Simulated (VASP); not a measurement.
Here is a VASP 6.6.1 calculation.

File INCAR:

```
SYSTEM = Ir
PREC = Accurate
ENCUT = 520
EDIFF = 1E-6
ISMEAR = -1
SIGMA = 0.05
LREAL = .False.
LASPH = .True.
NELM = 60
ALGO = Normal
ISIF = 2
LWAVE = .False.
LCHARG = .False.
GGA = CA
NBANDS = 10
```

KPOINTS

```
regular mesh
0
Gamma
  12 12 12
  0 0 0
```

The input POSCAR:

```
Ir
1.0
    0.0000000000      1.8764951499      1.8764951499
    1.8764951499      0.0000000000      1.8764951499
    1.8764951499      1.8764951499      0.0000000000
Ir
1
Direct
    0.0000000000      0.0000000000      0.0000000000
```

Potentials or basis: VASP PAW LDA potentials, release 64 (Ir).

The run is started by

```console
$ cat potpaw_LDA.64/Ir/POTCAR > POTCAR
$ mpirun -np 1 vasp_std > vasp.out
```

Estimate the pressure.

23.7 GPa.
